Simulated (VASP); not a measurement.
# CdP2C (P-4m2) in VASP: a series of runs, part 2 of 2

VASP 6.6.1. Earlier steps stand in the parts before.

### 3 Single point, r2SCAN (15.82 Å³/atom)

This run uses another cell than the first one, of 15.82 Å³/atom.

File POSCAR:

```
CdP2C
1.0
    3.2714596920      0.0000000000      0.0000000000
    0.0000000000      3.2714596920      0.0000000000
    0.0000000000      0.0000000000      5.9115106705
Cd P C
1 2 1
Direct
    0.0000000000      0.0000000000      0.0000000000
    0.0000000000      0.5000000000      0.3265445503
    0.5000000000      0.0000000000      0.6734554497
    0.5000000000      0.5000000000      0.5000000000
```

File INCAR.step1:

```
ALGO = Normal
EDIFF = 1E-5
ENCUT = 770
GGA = PE
GGA_COMPAT = F
ISMEAR = -1
LASPH = T
LCHARG = F
LREAL = F
LWAVE = T
NBANDS = 25
NELM = 120
PREC = Accurate
SIGMA = 0.02
```

File INCAR.step2:

```
ALGO = Normal
EDIFF = 1E-6
ENCUT = 770
GGA_COMPAT = F
ISIF = 2
ISMEAR = -1
ISTART = 1
LASPH = T
LCHARG = F
LMIXTAU = T
LREAL = F
LWAVE = F
METAGGA = R2SCAN
NBANDS = 25
NELM = 120
PREC = Accurate
SIGMA = 0.02
```

File KPOINTS:

```
k-points
0
Gamma
  6 6 4
```

Potentials or basis: VASP PAW PBE potentials, release 64 (Cd_sv_GW, P, C).

Command:

```
$ cat potpaw_PBE.64/Cd_sv_GW/POTCAR potpaw_PBE.64/P/POTCAR potpaw_PBE.64/C/POTCAR > POTCAR
$ cp INCAR.step1 INCAR
$ mpirun -np 1 vasp_std > vasp.out
$ cp INCAR.step2 INCAR
$ mpirun -np 1 vasp_std > vasp.out
```

OUTCAR:

```text
EDIFF = 1E-6
   ENCUT = 770
   ISIF = 2
   ISMEAR = -1
   ISTART = 1
   LASPH = T
   LREAL = F
   METAGGA = R2SCAN
   NELM = 120
   PREC = Accurate

 ion  position               nearest neighbor table
   1  0.000  0.000  0.000-   2 2.53   3 2.53   2 2.53   3 2.53
   2  0.000  0.500  0.327-   4 1.93   4 1.93   1 2.53   1 2.53
   3  0.500  0.000  0.673-   4 1.93   4 1.93   1 2.53   1 2.53
   4  0.500  0.500  0.500-   2 1.93   3 1.93   3 1.93   2 1.93

  LATTYP: Found a simple tetragonal cell.
 ALAT       =     3.2714596920
 C/A-ratio  =     1.8069948057

  Lattice vectors:

 A1 = (   3.2714596920,   0.0000000000,   0.0000000000)
 A2 = (   0.0000000000,   3.2714596920,   0.0000000000)
 A3 = (   0.0000000000,   0.0000000000,   5.9115106705)

Analysis of symmetry for initial positions (statically):
=====================================================================
 Subroutine PRICEL returns:
 Original cell was already a primitive cell.

 Routine SETGRP: Setting up the symmetry group for a
 simple tetragonal supercell.

 Subroutine GETGRP returns: Found  8 space group operations
 (whereof  8 operations were pure point group operations)
 out of a pool of 16 trial point group operations.

The static configuration has the point symmetry D_2d.

Analysis of symmetry for dynamics (positions and initial velocities):
=====================================================================
 Subroutine PRICEL returns:
 Original cell was already a primitive cell.

 Routine SETGRP: Setting up the symmetry group for a
 simple tetragonal supercell.

 Subroutine GETGRP returns: Found  8 space group operations
 (whereof  8 operations were pure point group operations)
 out of a pool of 16 trial point group operations.

The dynamic configuration has the point symmetry D_2d.

 Subroutine INISYM returns: Found  8 space group operations
 (whereof  8 operations are pure point group operations),
 and found     1 'primitive' translations

[... 115 lines left out ...]
   IALGO  =     38    algorithm
   IMIX   =      4    mixing-type and parameters
     AMIX     =   0.40;   BMIX     =  1.00
     AMIX_MAG =   1.60;   BMIX_MAG =  1.00
  volume/ion in A,a.u.               =      15.82       106.74
  Fermi-wavevector in a.u.,A,eV,Ry     =   1.330987  2.515201 24.103093  1.771527
  Thomas-Fermi vector in A             =   2.460033
   LORBIT       =      0    0 simple, 1 ext, 2 COOP (PROOUT), +10 PAW based schemes
   METAGGA = R2SCAN    functional components
   LHFCALC =     F    Hartree Fock is set to
   AEXX    =    0.0000 exact exchange contribution
   IVDW    =     0    specifies the selected vdW correction
   LEPSILON=     F    determine dielectric tensor
   LRPA    =     F    only Hartree local field effects (RPA)
 non-spin polarized calculation
  energy-cutoff  :      770.00
  volume of cell :       63.27
 maximum number of plane-waves:      3114
 NGX is ok and might be reduce to    30
   NGX = 15   NGY = 15   NGZ = 27

 number of electron      34.0000013 magnetization

 Free energy of the ion-electron system (eV)
  ---------------------------------------------------
  ext. energy  EPLUGINS =         0.00000000
  ---------------------------------------------------
  free energy    TOTEN  =       -45.36956417 eV

  energy without entropy =      -45.36834456  energy(sigma->0) =      -45.36895436

 E-fermi :   7.8879     XC(G=0): -11.4117

 val. band max:        7.8595189897   @ k =   0.0000   0.0000   0.5000
 cond. band min:       7.9171466047   @ k =   0.5000   0.1667   0.5000
 fundamental gap:      0.0576276149
 Fermi energy:         7.8879434973

 k-point     1 :       0.0000    0.0000    0.0000
  band No.  band energies     occupation
      1     -98.9352      2.00000
      2     -59.0942      2.00000
      3     -59.0942      2.00000
      4     -59.0254      2.00000
      5     -10.1641      2.00000
      6      -4.9687      2.00000
[... 661 lines left out ...]
     24      15.2807      0.00000
     25      17.4400      0.00000

 [... further k-points ...]

------------------------ aborting loop because EDIFF is reached ----------------------------------------

  FORCE on cell =-STRESS in cart. coord.  units (eV):
  Direction    XX          YY          ZZ          XY          YZ          ZX
  --------------------------------------------------------------------------------------
  -------------------------------------------------------------------------------------
  Total        1.1498619      1.1498619      1.1506372      0.0000000      0.0000000     -0.0000000
  in kB       29.1188776     29.1188776     29.1385122      0.0000000      0.0000000     -0.0000000
  external PRESSURE =      29.1254225 kB  Pullay stress =       0.0000000 kB

 VOLUME and BASIS-vectors are now :
 -----------------------------------------------------------------------------
  energy-cutoff  :      770.00
  volume of cell :       63.27
      direct lattice vectors                 reciprocal lattice vectors
     3.271459692  0.000000000  0.000000000     0.305673948  0.000000000  0.000000000
     0.000000000  3.271459692  0.000000000     0.000000000  0.305673948  0.000000000
     0.000000000  0.000000000  5.911510671     0.000000000  0.000000000  0.169161498

 POSITION                                       TOTAL-FORCE (eV/Angst)
 -----------------------------------------------------------------------------------
      0.00000      0.00000      0.00000         0.000000      0.000000      0.000000
      0.00000      1.63573      1.93037        -0.000000      0.000000      0.166675
      1.63573      0.00000      3.98114        -0.000000      0.000000     -0.166675
      1.63573      1.63573      2.95576        -0.000000     -0.000000      0.000000
 -----------------------------------------------------------------------------------
    total drift:                                0.000000     -0.000000     -0.000000

  FREE ENERGIE OF THE ION-ELECTRON SYSTEM (eV)
  ---------------------------------------------------
  free  energy   TOTEN  =       -45.3695641664 eV

  energy  without entropy=      -45.3683445601  energy(sigma->0) =      -45.36895436
```

OSZICAR.step1:

```text
N       E                     dE             d eps       ncg     rms          rms(c)
DAV:   1     0.555446376037E+03    0.55545E+03   -0.21388E+04  1516   0.208E+03
DAV:   2     0.428674495526E+02   -0.51258E+03   -0.46343E+03  1509   0.608E+02
DAV:   3    -0.163520305080E+02   -0.59219E+02   -0.57291E+02  2354   0.219E+02
DAV:   4    -0.193252916511E+02   -0.29733E+01   -0.29630E+01  2080   0.523E+01
DAV:   5    -0.194324362014E+02   -0.10714E+00   -0.10709E+00  2230   0.973E+00    0.284E+01
DAV:   6    -0.180947758116E+02    0.13377E+01   -0.32571E+00  2599   0.397E+01    0.224E+01
DAV:   7    -0.181069639266E+02   -0.12188E-01   -0.10944E+00  1837   0.883E+00    0.935E+00
DAV:   8    -0.181118577131E+02   -0.48938E-02   -0.90584E-02  2210   0.281E+00    0.573E-01
DAV:   9    -0.181057966835E+02    0.60610E-02   -0.15969E-02  2352   0.173E+00    0.295E-01
DAV:  10    -0.181054224595E+02    0.37422E-03   -0.45847E-03  2344   0.516E-01    0.947E-02
DAV:  11    -0.181054039091E+02    0.18550E-04   -0.29736E-04  1752   0.113E-01    0.358E-02
DAV:  12    -0.181054076151E+02   -0.37060E-05   -0.22868E-05  1865   0.491E-02
   1 F= -.18105408E+02 E0= -.18104825E+02  d E =-.116544E-02
```

It took 2.2 min on 1 thread of Intel Xeon 6975P-C (Granite Rapids), shared host; peak memory 0.29 GiB.

Results:

```
Free energy            : -45.3696 eV
Pressure               : 2.9 GPa
Largest force          : 0.167 eV/Å
Band gap on the k mesh : zero (bands 17 and 18 overlap by 0.22 eV)
```

Forces in eV/Å, atoms in the order of the input:
```
Cd   0.000  0.000  0.000
P    0.000  0.000  0.167
P    0.000  0.000 -0.167
C    0.000  0.000  0.000
```

Levels at points of the mesh, in eV from the Fermi level:
| k point | band 14 | band 15 | band 16 | band 17 | band 18 | band 19 | band 20 | band 21 |
| --- | --- | --- | --- | --- | --- | --- | --- | --- |
| (0.00, 0.00, 0.00) | -6.40 | -2.64 | -1.53 | -0.34 | 0.68 | 0.68 | 2.42 | 3.75 |
| (0.50, 0.00, 0.00) | -5.62 | -5.34 | -5.26 | 0.19 | 0.40 | 2.32 | 3.00 | 4.34 |
| (0.50, 0.50, 0.00) | -5.78 | -4.56 | -4.56 | -3.42 | 0.97 | 0.97 | 1.12 | 1.24 |
| (0.00, 0.00, 0.50) | -6.28 | -5.84 | -0.74 | -0.42 | -0.03 | -0.03 | 3.74 | 5.18 |
| (0.50, 0.00, 0.50) | -5.63 | -3.58 | -3.27 | -0.90 | 0.32 | 1.14 | 1.41 | 4.35 |
| (0.50, 0.50, 0.50) | -5.92 | -5.15 | -5.15 | -4.00 | 2.16 | 3.52 | 3.52 | 3.86 |

Caveat: semilocal functionals underestimate gaps, and a narrow one can read as zero; the PAW data sets were made with another functional, which shifts forces and pressure a little.

The gap in the log of VASP goes by the Fermi energy; the results here count the filled bands.